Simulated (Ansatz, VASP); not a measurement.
Two plane-wave programs on SnSe2

```
CELL_PARAMETERS angstrom
3.84056 0.00000 0.00000
-1.92028 3.32602 0.00000
0.00000 0.00000 6.91611
ATOMIC_POSITIONS crystal
Sn 0.00000 0.00000 0.00000
Se 0.66667 0.33333 0.77214
Se 0.33333 0.66667 0.22786
```

Change from the starting cell: strain along c alone, the other axes held, atoms relaxed: +6.0 %.

Alike in both runs: functional r2SCAN; k mesh 12 × 12 × 4; occupations gaussian, width 0.02 eV; no spin polarisation.

Ansatz relaxed the structure, and its values are those at the end. VASP's run is a single point on that final structure, the one shown.

|  | VASP | Ansatz |
| --- | --- | --- |
| version | VASP 6.6.1 | Ansatz 0.2.0 |
| potentials or method | VASP PAW PBE potentials, release 64 (Sn_d, Se), cutoff 520 eV | scalar-relativistic, plane waves, PAW |
| valence electrons in the cell | 26 | 46 |

VASP gave:

| Property | Result |
| --- | --- |
| gap on the k mesh at the Fermi level (eV) | 1.04 |
| least direct gap on the mesh (eV) | 1.44 |
| pressure (GPa) | -0.2 |
| rms of the force components (eV/Å) | 0.006 |

**Question.** Which values does Ansatz return?

**Answer.** gap on the k mesh at the Fermi level (eV): 1.04; least direct gap on the mesh (eV): 1.43; pressure (GPa): -0.3; rms of the force components (eV/Å): 0.000.

VASP's potentials were made for PBE, not for r2SCAN. The functional is the same, so the differences come from potentials, cutoffs and numerics. VASP's potentials hold 26 valence electrons a cell and Ansatz's 46, so a difference there can come from the potentials and not from the codes. Ansatz's warnings: stress scf threshold loose.
